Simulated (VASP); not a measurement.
# WSe2 in VASP: notebook, part 2 of 2

VASP 6.6.1.

## (4) Single point, PBE+D3(BJ)

INCAR

```
SYSTEM = WSe2
PREC = Accurate
ENCUT = 520
EDIFF = 1E-6
ISMEAR = 0
SIGMA = 0.02
LREAL = .FALSE.
LASPH = .TRUE.
NELM = 60
ALGO = Normal
ISIF = 2
LWAVE = .FALSE.
LCHARG = .FALSE.
LDIPOL = .TRUE.
IDIPOL = 3
DIPOL = 0.5 0.5 0.500
GGA = PE
IVDW = 12
NBANDS = 20
```

KPOINTS

```
regular mesh
0
G
  9 9 1
  0 0 0
```

POSCAR

```
WSe2
1.0
    3.4170000000      0.0000000000      0.0000000000
   -1.7085000000      2.9592088047      0.0000000000
    0.0000000000      0.0000000000     32.7373831004
Se W
2 1
Direct
    0.3333333333      0.6666666667      0.4458570041
    0.3333333333      0.6666666667      0.5541429959
    0.6666666667      0.3333333333      0.5000000000
```

Potentials or basis: VASP PAW PBE potentials, release 64 (Se, W_sv).

Run with:

```bash
> cat potpaw_PBE.64/Se/POTCAR potpaw_PBE.64/W_sv/POTCAR > POTCAR
> mpirun -np 1 vasp_std > vasp.out
```

OUTCAR:

```text
SYSTEM = WSe2
   PREC = Accurate
   ENCUT = 520
   EDIFF = 1E-6
   ISMEAR = 0
   LREAL = .FALSE.
   LASPH = .TRUE.
   NELM = 60
   ISIF = 2
   GGA = PE
   IVDW = 12
 IVDW          = 12

 ion  position               nearest neighbor table
   1  0.333  0.667  0.446-   3 2.65   3 2.65   3 2.65
   2  0.333  0.667  0.554-   3 2.65   3 2.65   3 2.65
   3  0.667  0.333  0.500-   1 2.65   2 2.65   1 2.65   2 2.65   1 2.65   2 2.65

  LATTYP: Found a hexagonal cell.
 ALAT       =     3.4170000000
 C/A-ratio  =     9.5807383964

  Lattice vectors:

 A1 = (   3.4170000000,   0.0000000000,   0.0000000000)
 A2 = (  -1.7085000000,   2.9592088047,   0.0000000000)
 A3 = (   0.0000000000,   0.0000000000,  32.7373831004)

Analysis of symmetry for initial positions (statically):
=====================================================================
 Subroutine PRICEL returns:
 Original cell was already a primitive cell.

 Routine SETGRP: Setting up the symmetry group for a
 hexagonal supercell.

 Subroutine GETGRP returns: Found 12 space group operations
 (whereof 12 operations were pure point group operations)
 out of a pool of 24 trial point group operations.

The static configuration has the point symmetry D_3h.

Analysis of symmetry for dynamics (positions and initial velocities):
=====================================================================
 Subroutine PRICEL returns:
 Original cell was already a primitive cell.

 Routine SETGRP: Setting up the symmetry group for a
 hexagonal supercell.

 Subroutine GETGRP returns: Found 12 space group operations
 (whereof 12 operations were pure point group operations)
 out of a pool of 24 trial point group operations.

The dynamic configuration has the point symmetry D_3h.

 Subroutine INISYM returns: Found 12 space group operations
 (whereof 12 operations are pure point group operations),
 and found     1 'primitive' translations

[... 107 lines left out ...]
   LORBIT       =      0    0 simple, 1 ext, 2 COOP (PROOUT), +10 PAW based schemes
   GGA     = PE    functional components
   LHFCALC =     F    Hartree Fock is set to
   AEXX    =    0.0000 exact exchange contribution
   IVDW    =    12    specifies the selected vdW correction
   LEPSILON=     F    determine dielectric tensor
   LRPA    =     F    only Hartree local field effects (RPA)
 non-spin polarized calculation
 Gauss-broadening in eV      SIGMA  =   0.02
  energy-cutoff  :      520.00
  volume of cell :      331.03
 maximum number of plane-waves:      8963
 NGX is ok and might be reduce to    28
   NGX = 13   NGY = 13   NGZ =121

 number of electron      26.0000001 magnetization

 dipolmoment           0.000000      0.000000      0.000000 electrons x Angstroem

 Free energy of the ion-electron system (eV)
  ---------------------------------------------------
  ext. energy  EPLUGINS =         0.00000000
  ---------------------------------------------------
  free energy    TOTEN  =       -21.32100405 eV

  energy without entropy =      -21.32100405  energy(sigma->0) =      -21.32100405

 E-fermi :  -2.8980     XC(G=0):  -2.4366

 val. band max:       -3.0069740547   @ k =   0.3333   0.3333   0.0000
 cond. band min:      -1.5783114362   @ k =   0.3333   0.3333   0.0000
 fundamental gap:      1.4286626185
 Fermi energy:        -2.8980119721

 k-point     1 :       0.0000    0.0000    0.0000
  band No.  band energies     occupation
      1     -77.3693      2.00000
      2     -41.5000      2.00000
      3     -41.4372      2.00000
      4     -41.4372      2.00000
      5     -17.1059      2.00000
      6     -16.2061      2.00000
[... 265 lines left out ...]
     19       3.0186      0.00000
     20       5.3230      0.00000

------------------------ aborting loop because EDIFF is reached ----------------------------------------

 vacuum level on the upper side and lower side of the slab       (xc-potential included)        -0.069        -0.069

 Edisp (eV)   -0.91450

 E8    (eV) :    -0.4343

  FORCE on cell =-STRESS in cart. coord.  units (eV):
  Direction    XX          YY          ZZ          XY          YZ          ZX
  --------------------------------------------------------------------------------------
  -------------------------------------------------------------------------------------
  Total      -5.24025    -5.24025    -6.67483     0.00000    -0.00000     0.00000
  in kB     -25.36287   -25.36287   -32.30622     0.00000    -0.00000     0.00000
  external pressure =      -27.68 kB  Pullay stress =        0.00 kB

 VOLUME and BASIS-vectors are now :
 -----------------------------------------------------------------------------
  energy-cutoff  :      520.00
  volume of cell :      331.03
      direct lattice vectors                 reciprocal lattice vectors
     3.417000000  0.000000000  0.000000000     0.292654375  0.168964082  0.000000000
    -1.708500000  2.959208805  0.000000000     0.000000000  0.337928165  0.000000000
     0.000000000  0.000000000 32.737383100     0.000000000  0.000000000  0.030546119

 POSITION                                       TOTAL-FORCE (eV/Angst)
 -----------------------------------------------------------------------------------
     -0.00000      1.97281     14.59619        -0.000000      0.000000      1.879641
     -0.00000      1.97281     18.14119         0.000000      0.000000     -1.879641
      1.70850      0.98640     16.36869        -0.000000     -0.000000      0.000000
 -----------------------------------------------------------------------------------
    total drift:                               -0.000000      0.000000      0.000000

  FREE ENERGIE OF THE ION-ELECTRON SYSTEM (eV)
  ---------------------------------------------------
  free  energy   TOTEN  =       -22.2355037269 eV

  energy  without entropy=      -22.2355037269  energy(sigma->0) =      -22.23550373

 vacuum level on the upper side and lower side of the slab         2.024         2.024
```

stdout:

```text
POSCAR found type information on POSCAR SeW
 POSCAR found :  2 types and       3 ions
 scaLAPACK will be used
 LDA part: xc-table for (Slater+PW92), standard interpolation
 POSCAR, INCAR and KPOINTS ok, starting setup
 FFT: planning ... GRIDC
 FFT: planning ... GRID_SOFT
 FFT: planning ... GRID
 WAVECAR not read
 entering main loop
```

Wall time 3.4 min (1 thread of AMD EPYC 7R13, shared host); peak memory 0.46 GiB.

What came out:

```yaml
Free_energy: -22.2355 eV
Largest_force: 1.880 eV/Å
Band_gap_on_the_k_mesh: 1.43 eV
Dispersion_energy_per_atom: -0.305 eV
```

Forces on the atoms (eV/Å):
```
Se   0.000  0.000  1.880
Se   0.000  0.000 -1.880
W    0.000  0.000  0.000
```

Caveat: spin-orbit coupling is left out, which moves the levels of the heavy elements.

## (5) Single point, PBE+D3(BJ)

INCAR

```
SYSTEM = WSe2
PREC = Accurate
ENCUT = 520
EDIFF = 1E-6
ISMEAR = 0
SIGMA = 0.02
LREAL = .FALSE.
LASPH = .TRUE.
NELM = 80
ALGO = Normal
ISIF = 2
LWAVE = .FALSE.
LCHARG = .TRUE.
LDIPOL = .TRUE.
IDIPOL = 3
DIPOL = 0.5 0.5 0.500
GGA = PE
IVDW = 12
LELF = .TRUE.
LVHAR = .TRUE.
LVACPOTAV = .TRUE.
NBANDS = 20
```

KPOINTS

```
Automatic mesh
0
G
  9 9 1
  0 0 0
```

POSCAR

```
WSe2
1.0
    3.4170000000      0.0000000000      0.0000000000
   -1.7085000000      2.9592088047      0.0000000000
    0.0000000000      0.0000000000     32.7373831004
Se W
2 1
Direct
    0.3333333333      0.6666666667      0.4503167374
    0.3333333333      0.6666666667      0.5496832626
    0.6666666667      0.3333333333      0.5000000000
```

Run with:

```bash
> cat potpaw_PBE.64/Se/POTCAR potpaw_PBE.64/W_sv/POTCAR > POTCAR
> mpirun -np 1 vasp_std > vasp.out
```

Wall time 3.1 min (1 thread of AMD EPYC 7R13, shared host); peak memory 0.46 GiB.

The run converged. Its results:

| Property | Result |
| --- | --- |
| Free energy | -22.4961 eV |
| Largest force | 0.239 eV/Å |
| Band gap on the k mesh | 1.12 eV (least direct gap 1.20 eV) |
| Dispersion energy per atom | -0.315 eV |
| Ionisation potential of the upper face | 5.20 eV |

Forces on the atoms (eV/Å):
```
Se   0.000  0.000 -0.239
Se   0.000  0.000  0.239
W    0.000  0.000  0.000
```

Levels at points of the mesh, in eV from the valence-band top:
| k point | band 11 | band 12 | band 13 | band 14 | band 15 | band 16 |
| --- | --- | --- | --- | --- | --- | --- |
| (0.00, 0.00, 0.00) | -1.53 | -1.53 | 0.00 | 2.66 | 2.66 | 2.93 |

Caveat: spin-orbit coupling is left out, which moves the levels of the heavy elements.

## (6) The runs side by side

| cell | gap on the mesh (eV) | largest force (eV/Å) |
| --- | --- | --- |
| as given, atomic positions A | 1.25 | 0.25 |
| as given, atomic positions B | 1.34 | 1.13 |
| as given, atomic positions C | 1.43 | 1.88 |
| as given, atomic positions D | 1.12 | 0.24 |

Alike in all rows: task single point; level PBE+D3(BJ); potentials or basis VASP PAW PBE potentials, release 64 (Se, W_sv); no spin polarisation; k mesh 9 × 9 × 1; cutoff (eV) 520; smearing gaussian 0.02 eV.

Caveats: spin-orbit coupling is left out, which moves the levels of the heavy elements.

Total energies depend on the potentials used, so only differences within one code and one set of settings carry meaning.
